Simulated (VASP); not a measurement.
# PbSe (Clausthalite) in VASP: settings compared

The runs below take PbSe (Clausthalite) through relaxation of cell and atoms, single point, with BLYP, RPBE, PBE, PBEsol.

Program: VASP 6.6.1. These are calculated values, not measurements. Logs are shortened: lines on timing, memory, paths and dates and some standing lists are left out, and cuts for length are marked.

### 1 The cell of the first run

It takes space group Fm-3m (No. 225, cubic). Conventional cell: a = 6.121 Å, b = 6.121 Å, c = 6.121 Å, α = 90.00°, β = 90.00°, γ = 90.00°. Within 4.0 Å of Pb (site symmetry m-3m) lie 6 Se at 3.06 Å. Se (site symmetry m-3m) has 6 Pb at 3.06 Å within 4.0 Å.

### 2 Relaxation of cell and atoms, BLYP

The input, INCAR:

```
SYSTEM = PbSe
AGGAC = 1.0 ; AGGAX = 1.0
ALDAC = 0.0 ; ALDAX = 1.0
ALGO = Normal ; EDIFF = 1E-7
EDIFFG = -0.005 ; ENCUT = 600
GGA = B5 ; IBRION = 2
ISIF = 3 ; ISMEAR = -1
LASPH = .TRUE. ; LCHARG = .FALSE.
LREAL = .FALSE. ; LWAVE = .FALSE.
NELM = 60 ; NSW = 80
PREC = Accurate ; SIGMA = 0.05
```

The input, KPOINTS:

```
k-points
0
G
  8 8 8
  0 0 0
```

The input, POSCAR:

```
PbSe
1.0
    0.0000000000      3.0606500000      3.0606500000
    3.0606500000      0.0000000000      3.0606500000
    3.0606500000      3.0606500000      0.0000000000
Pb Se
1 1
Direct
    0.0000000000      0.0000000000      0.0000000000
    0.5000000000      0.5000000000      0.5000000000
```

Potentials or basis: VASP PAW PBE potentials, release 64 (Pb_d, Se).

Run with:

```
> cat potpaw_PBE.64/Pb_d/POTCAR potpaw_PBE.64/Se/POTCAR > POTCAR
> mpirun -np 1 vasp_std > vasp.out
```

OUTCAR:

```text
SYSTEM = PbSe
   EDIFF = 1E-7
   EDIFFG = -0.005
   ENCUT = 600
   GGA = B5
   IBRION = 2
   ISIF = 3
   ISMEAR = -1
   LASPH = .TRUE.
   LREAL = .FALSE.
   NELM = 60
   NSW = 80
   PREC = Accurate

 ion  position               nearest neighbor table
   1  0.000  0.000  0.000-   2 3.06   2 3.06   2 3.06   2 3.06   2 3.06   2 3.06
   2  0.500  0.500  0.500-   1 3.06   1 3.06   1 3.06   1 3.06   1 3.06   1 3.06

  LATTYP: Found a face centered cubic cell.
 ALAT       =     6.1213000000

  Lattice vectors:

 A1 = (   0.0000000000,   3.0606500000,   3.0606500000)
 A2 = (   3.0606500000,   0.0000000000,   3.0606500000)
 A3 = (   3.0606500000,   3.0606500000,   0.0000000000)

Analysis of symmetry for initial positions (statically):
=====================================================================
 Subroutine PRICEL returns:
 Original cell was already a primitive cell.

 Routine SETGRP: Setting up the symmetry group for a
 face centered cubic supercell.

 Subroutine GETGRP returns: Found 48 space group operations
 (whereof 48 operations were pure point group operations)
 out of a pool of 48 trial point group operations.

The static configuration has the point symmetry O_h .

Analysis of symmetry for dynamics (positions and initial velocities):
=====================================================================
 Subroutine PRICEL returns:
 Original cell was already a primitive cell.

 Routine SETGRP: Setting up the symmetry group for a
 face centered cubic supercell.

 Subroutine GETGRP returns: Found 48 space group operations
 (whereof 48 operations were pure point group operations)
 out of a pool of 48 trial point group operations.

The dynamic configuration has the point symmetry O_h .

 Subroutine INISYM returns: Found 48 space group operations
 (whereof 48 operations are pure point group operations),
 and found     1 'primitive' translations

----------------------------------------------------------------------------------------

                                     Primitive cell

  volume of cell :      57.3418

  direct lattice vectors                    reciprocal lattice vectors
     0.000000000  3.060650000  3.060650000    -0.163363991  0.163363991  0.163363991
     3.060650000  0.000000000  3.060650000     0.163363991 -0.163363991  0.163363991
     3.060650000  3.060650000  0.000000000     0.163363991  0.163363991 -0.163363991

  length of vectors
     4.328412740  4.328412740  4.328412740     0.282954733  0.282954733  0.282954733

  position of ions in fractional coordinates (direct lattice)
     0.000000000  0.000000000  0.000000000
     0.500000000  0.500000000  0.500000000

  ion indices of the primitive-cell ions
   primitive index   ion index
                 1           1
                 2           2

----------------------------------------------------------------------------------------

 KPOINTS: k-points

Automatic generation of k-mesh.
 Grid dimensions read from file:
 generate k-points for:    8    8    8

 Generating k-lattice:

  Cartesian coordinates                     Fractional coordinates (reciprocal lattice)
    -0.020420499  0.020420499  0.020420499     0.125000000  0.000000000  0.000000000
     0.020420499 -0.020420499  0.020420499     0.000000000  0.125000000  0.000000000
     0.020420499  0.020420499 -0.020420499     0.000000000  0.000000000  0.125000000

  Length of vectors
     0.035369342  0.035369342  0.035369342

  Shift w.r.t. Gamma in fractional coordinates (k-lattice)
     0.000000000  0.000000000  0.000000000

 Subroutine IBZKPT returns following result:
 ===========================================

 Found     29 irreducible k-points:

 Following reciprocal coordinates:
            Coordinates               Weight
  0.000000  0.000000  0.000000      1.000000
  0.125000  0.000000  0.000000      8.000000
  0.250000  0.000000  0.000000      8.000000
  0.375000  0.000000  0.000000      8.000000
  0.500000  0.000000  0.000000      4.000000
  0.125000  0.125000  0.000000      6.000000
[... 16 lines left out ...]
  0.500000  0.250000  0.125000     48.000000
 -0.375000  0.250000  0.125000     24.000000
 [... further k-points ...]
   k-points           NKPTS =     29   k-points in BZ     NKDIM =     29   number of bands    NBANDS=     14
   number of dos      NEDOS =    301   number of ions     NIONS =      2
   total plane-waves  NPLWV =  46656
   dimension x,y,z NGX =    36 NGY =   36 NGZ =   36
   dimension x,y,z NGXF=    72 NGYF=   72 NGZF=   72
   ions per type =               1   1
   NGX,Y,Z   is equivalent  to a cutoff of  13.83, 13.83, 13.83 a.u.
   NGXF,Y,Z  is equivalent  to a cutoff of  27.65, 27.65, 27.65 a.u.
 SYSTEM =  PbSe
   PREC   = accura    normal or accurate (medium, high low for compatibility)
   ISTART =      0    job   : 0-new  1-cont  2-samecut
   ICHARG =      2    charge: 1-file 2-atom 10-const
   ISPIN  =      1    spin polarized calculation?
   LNONCOLLINEAR =      F non collinear calculations
   LSORBIT =      F    spin-orbit coupling
   LASPH  =      T    aspherical Exc in radial PAW
   ENCUT  =  600.0 eV  44.10 Ry    6.64 a.u.   8.64  8.64  8.64*2*pi/ulx,y,z
   NELM   =     60;   NELMIN=  2; NELMDL= -5     # of ELM steps
   EDIFF  = 0.1E-06   stopping-criterion for ELM
   LREAL  =      F    real-space projection
   EDIFFG = -.5E-02   stopping-criterion for IOM
   NSW    =     80    number of steps for IOM
   IBRION =      2    ionic relax: 0-MD 1-quasi-New 2-CG
   NFREE  =      1    steps in history (QN), initial steepest desc. (CG)
   ISIF   =      3    stress and relaxation
   ISYM   =      2    0-nonsym 1-usesym 2-fastsym
   POTIM  = 0.5000    time-step for ionic-motion
   TEBEG  =    0.0;   TEEND  =   0.0 temperature during run
   PSTRESS=    0.0 pullay stress
   NELECT =      20.0000    total number of electrons
   NUPDOWN=      -1.0000    fix difference up-down
   EMIN   =  10.00;   EMAX   =-10.00  energy-range for DOS
   EFERMI =   0.00;   METHOD = LEGACY
   ISMEAR =    -1;   SIGMA  =   0.05  broadening in eV -4-tet -1-fermi 0-gaus
   EFERMI_NEDOS =   21; number of points for ismear=-14 and -15
   IALGO  =     38    algorithm
   IMIX   =      4    mixing-type and parameters
     AMIX     =   0.40;   BMIX     =  1.00
     AMIX_MAG =   1.60;   BMIX_MAG =  1.00
  volume/ion in A,a.u.               =      28.67       193.48
  Fermi-wavevector in a.u.,A,eV,Ry     =   1.152377  2.177676 18.068159  1.327972
  Thomas-Fermi vector in A             =   2.289028
   LORBIT       =      0    0 simple, 1 ext, 2 COOP (PROOUT), +10 PAW based schemes
   GGA     = B5    functional components
   LHFCALC =     F    Hartree Fock is set to
   AEXX    =    0.0000 exact exchange contribution
   IVDW    =     0    specifies the selected vdW correction
   LEPSILON=     F    determine dielectric tensor
   LRPA    =     F    only Hartree local field effects (RPA)
 conjugate gradient relaxation of ions
 non-spin polarized calculation
  energy-cutoff  :      600.00
  volume of cell :       57.34
 maximum number of plane-waves:      1930
   NGX = 17   NGY = 17   NGZ = 17

--------------------------------------- Ionic step        1  -------------------------------------------

 number of electron      20.0000001 magnetization

 Free energy of the ion-electron system (eV)
  ---------------------------------------------------
  ext. energy  EPLUGINS =         0.00000000
  ---------------------------------------------------
  free energy    TOTEN  =        -7.02844150 eV

  energy without entropy =       -7.02829459  energy(sigma->0) =       -7.02836805

 E-fermi :   5.6986     XC(G=0):  -8.9485

 val. band max:        5.5012265225   @ k =   0.5000   0.0000   0.0000
 cond. band min:       5.8959696854   @ k =   0.5000   0.0000   0.0000
 fundamental gap:      0.3947431629
 Fermi energy:         5.6986224124

 k-point     1 :       0.0000    0.0000    0.0000
  band No.  band energies     occupation
      1     -11.3415      2.00000
      2     -11.3415      2.00000
      3     -11.3415      2.00000
      4     -11.3414      2.00000
      5     -11.3414      2.00000
      6      -8.0887      2.00000
      7      -0.9008      2.00000
      8       3.6313      2.00000
      9       3.6313      2.00000
     10       3.6313      2.00000
     11      10.1207      0.00000
     12      10.1207      0.00000
     13      10.1207      0.00000
     14      12.2332      0.00000

 k-point     2 :       0.1250    0.0000    0.0000
  band No.  band energies     occupation
      1     -11.3450      2.00000
      2     -11.3450      2.00000
      3     -11.3409      2.00000
      4     -11.3367      2.00000
      5     -11.3367      2.00000
      6      -7.9713      2.00000
      7      -1.2847      2.00000
      8       3.6753      2.00000
      9       3.6753      2.00000
     10       3.9033      2.00000
     11       9.1542      0.00000
     12       9.4852      0.00000
     13       9.4852      0.00000
     14      12.1027      0.00000
[... 423 lines left out ...]
 VOLUME and BASIS-vectors are now :
 -----------------------------------------------------------------------------
  energy-cutoff  :      600.00
  volume of cell :       66.87
      direct lattice vectors                 reciprocal lattice vectors
     0.000000000  3.221575175  3.221575175    -0.155203580  0.155203580  0.155203580
     3.221575175  0.000000000  3.221575175     0.155203580 -0.155203580  0.155203580
     3.221575175  3.221575175 -0.000000000     0.155203580  0.155203580 -0.155203580

 POSITION                                       TOTAL-FORCE (eV/Angst)
 -----------------------------------------------------------------------------------
      0.00000      3.22158      3.22158        -0.000000     -0.000000     -0.000000
      3.22158      3.22158      3.22158         0.000000      0.000000      0.000000
 -----------------------------------------------------------------------------------
    total drift:                               -0.000000     -0.000000      0.000000

  FREE ENERGIE OF THE ION-ELECTRON SYSTEM (eV)
  ---------------------------------------------------
  free  energy   TOTEN  =        -7.1389957934 eV

  energy  without entropy=       -7.1389884190  energy(sigma->0) =       -7.13899211

--------------------------------------- Ionic step        3  -------------------------------------------

 number of electron      19.9999998 magnetization

 Free energy of the ion-electron system (eV)
  ---------------------------------------------------
  ext. energy  EPLUGINS =         0.00000000
  ---------------------------------------------------
  free energy    TOTEN  =        -7.14977127 eV

  energy without entropy =       -7.14975806  energy(sigma->0) =       -7.14976467

 E-fermi :   4.4158     XC(G=0):  -8.4489

 val. band max:        4.0727098361   @ k =   0.5000   0.0000   0.0000
 cond. band min:       4.7579021303   @ k =   0.5000   0.0000   0.0000
 fundamental gap:      0.6851922942
 Fermi energy:         4.4158232506

 k-point     1 :       0.0000    0.0000    0.0000
  band No.  band energies     occupation
      1     -12.5551      2.00000
      2     -12.5551      2.00000
      3     -12.5551      2.00000
      4     -12.5504      2.00000
      5     -12.5504      2.00000
      6      -8.5621      2.00000
      7      -2.4477      2.00000
      8       2.7524      2.00000
      9       2.7524      2.00000
     10       2.7524      2.00000
     11       8.4721      0.00000
     12       8.4721      0.00000
     13       8.4721      0.00000
     14      11.0772      0.00000

 k-point     2 :       0.1250    0.0000    0.0000
  band No.  band energies     occupation
      1     -12.5546      2.00000
      2     -12.5544      2.00000
      3     -12.5544      2.00000
      4     -12.5502      2.00000
      5     -12.5502      2.00000
      6      -8.4681      2.00000
      7      -2.6993      2.00000
      8       2.7891      2.00000
      9       2.7891      2.00000
     10       2.9182      2.00000
     11       7.6433      0.00000
     12       7.9677      0.00000
     13       7.9677      0.00000
     14      10.9332      0.00000
[... 387 lines left out ...]
 VOLUME and BASIS-vectors are now :
 -----------------------------------------------------------------------------
  energy-cutoff  :      600.00
  volume of cell :       64.40
      direct lattice vectors                 reciprocal lattice vectors
     0.000000000  3.181336223  3.181336223    -0.157166664  0.157166664  0.157166664
     3.181336223  0.000000000  3.181336223     0.157166664 -0.157166664  0.157166664
     3.181336223  3.181336223 -0.000000000     0.157166664  0.157166664 -0.157166664

 POSITION                                       TOTAL-FORCE (eV/Angst)
 -----------------------------------------------------------------------------------
      0.00000      0.00000      0.00000         0.000000      0.000000      0.000000
      3.18134      3.18134      3.18134        -0.000000     -0.000000     -0.000000
 -----------------------------------------------------------------------------------
    total drift:                                0.000000      0.000000      0.000000

  FREE ENERGIE OF THE ION-ELECTRON SYSTEM (eV)
  ---------------------------------------------------
  free  energy   TOTEN  =        -7.1497712707 eV

  energy  without entropy=       -7.1497580598  energy(sigma->0) =       -7.14976467

 reached required accuracy - stopping structural energy minimisation
```

It used 100 s of CPU time on 1 thread of Intel Xeon 6975P-C, on a shared host.

What came out:

```
Free energy                            : -7.1498 eV
Relaxed volume                         : 32.20 Å³/atom
Relaxed cell                           : a = 4.499 Å, b = 4.499 Å, c = 4.499 Å, α = 60.00°, β = 60.00°, γ = 60.00°
Space group after relaxing (to 0.05 Å) : Fm-3m (No. 225)
Energy gained by relaxing              : 60.7 meV/atom
Ionic steps                            : 3
Pressure after relaxing                : 0.0 GPa
Band gap on the k mesh                 : 0.69 eV, direct
```

Step by step:
| step | energy change (eV) | largest force (eV/Å) | pressure (GPa) | volume (Å³) |
| --- | --- | --- | --- | --- |
| 1 | 0.0000 | 0.0000 | 6.09 | 57.34 |
| 2 | -0.1106 | 0.0000 | -1.37 | 66.87 |
| 3 | -0.1213 | 0.0000 | 0.02 | 64.40 |

Final structure:
```cif
data_structure
_symmetry_space_group_name_H-M 'P 1'
_symmetry_Int_Tables_number 1
_cell_length_a 4.4991
_cell_length_b 4.4991
_cell_length_c 4.4991
_cell_angle_alpha 60.000
_cell_angle_beta 60.000
_cell_angle_gamma 60.000
_cell_volume 64.40
loop_
_atom_site_label
_atom_site_type_symbol
_atom_site_fract_x
_atom_site_fract_y
_atom_site_fract_z
_atom_site_occupancy
Pb1 Pb 0.00000 0.00000 0.00000 1
Se1 Se 0.50000 0.50000 0.50000 1
```

Levels at points of the mesh, in eV from the valence-band top:
| k point | band 6 | band 7 | band 8 | band 9 | band 10 | band 11 | band 12 | band 13 | band 14 |
| --- | --- | --- | --- | --- | --- | --- | --- | --- | --- |
| (0.00, 0.00, 0.00) | -12.63 | -6.52 | -1.32 | -1.32 | -1.32 | 4.40 | 4.40 | 4.40 | 7.00 |
| (0.50, 0.00, 0.00) | -11.83 | -8.24 | -0.96 | -0.96 | 0.00 | 0.69 | 1.94 | 1.94 | 8.78 |
| (0.50, 0.50, 0.00) | -11.61 | -7.27 | -3.93 | -2.46 | -2.46 | 4.51 | 5.14 | 5.14 | 5.58 |

Caveat: the PAW data sets were made with another functional, which shifts forces and pressure a little; spin-orbit coupling is left out, which moves the levels of the heavy elements; the volume moved by +12 % from the deposited cell, more than functionals usually miss.

(Part 1 of 2 ends here.)
